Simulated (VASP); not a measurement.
Crystal: Bi2Te2O.

```
CELL_PARAMETERS angstrom
5.26267 0.00000 0.00000
0.00000 5.26267 0.00000
0.00000 0.00000 5.09312
ATOMIC_POSITIONS crystal
Bi 0.00000 0.50000 0.17728
Bi 0.50000 0.00000 0.82272
Te 0.00000 0.00000 0.50000
Te 0.50000 0.50000 0.00000
O 0.00000 0.00000 0.00000
```

The cell was built from a structure type or drawn by symmetry, and may not be a known phase.

| Item | Value |
| --- | --- |
| Program | VASP 6.6.1 |
| Task | relaxation of cell and atoms |
| Functional | PBE |
| Potentials or basis | VASP PAW PBE potentials, release 64 (Bi_d, Te, O) |
| Cutoff | 600 eV |
| k mesh | 4 × 4 × 4 |
| Occupations | gaussian, width 0.1 eV |
| Spin | no spin polarisation |

At the start: pressure 9.0 GPa; volume 28.21 Å³/atom.

**Question.** How do energy, volume and symmetry change on relaxing?

**Answer.** Over 17 steps the energy falls by 170.5 meV/atom and the volume is 29.79 Å³/atom (+5.6 %); space group P-4m2 (No. 115, to 0.1 Å) before and after.

Step by step:
| step | energy change (eV) | largest force (eV/Å) | pressure (GPa) | volume (Å³) |
| --- | --- | --- | --- | --- |
| 1 | 0.0000 | 0.9104 | 9.02 | 141.06 |
| 2 | -0.3832 | 0.1787 | -4.41 | 175.77 |
| 3 | -0.6068 | 0.3913 | -0.65 | 160.88 |
| 4 | -0.6595 | 0.3320 | -0.54 | 159.06 |
| 5 | -0.7704 | 0.2043 | 0.05 | 153.38 |
| 6 | -0.7531 | 0.2584 | 3.20 | 140.89 |
| 7 | -0.7960 | 0.2164 | 0.60 | 149.83 |
| 8 | -0.8101 | 0.2383 | 1.76 | 144.76 |
| 9 | -0.8352 | 0.2007 | 0.48 | 147.25 |
| 10 | -0.8356 | 0.1962 | 0.27 | 147.70 |
| 11 | -0.8419 | 0.1676 | 0.08 | 148.31 |
| 12 | -0.8476 | 0.1132 | -0.24 | 149.41 |
| 13 | -0.8483 | 0.0907 | -0.37 | 149.88 |
| 14 | -0.8506 | 0.0711 | 0.09 | 148.69 |
| 15 | -0.8506 | 0.0714 | 0.08 | 148.70 |
| 16 | -0.8513 | 0.0577 | 0.05 | 148.77 |
| 17 | -0.8525 | 0.0198 | -0.05 | 148.96 |

Final structure:
```yaml
crystal:
  lattice:
    - [5.79566, 0.00000, 0.00000]
    - [0.00000, 5.79566, 0.00000]
    - [0.00000, 0.00000, 4.43481]
  atoms:
    - { symbol: Bi, position: [0.00000, 0.50000, 0.22940] }
    - { symbol: Bi, position: [0.50000, 0.00000, 0.77060] }
    - { symbol: Te, position: [0.00000, 0.00000, 0.50000] }
    - { symbol: Te, position: [0.50000, 0.50000, 0.00000] }
    - { symbol: O, position: [0.00000, 0.00000, 0.00000] }
```
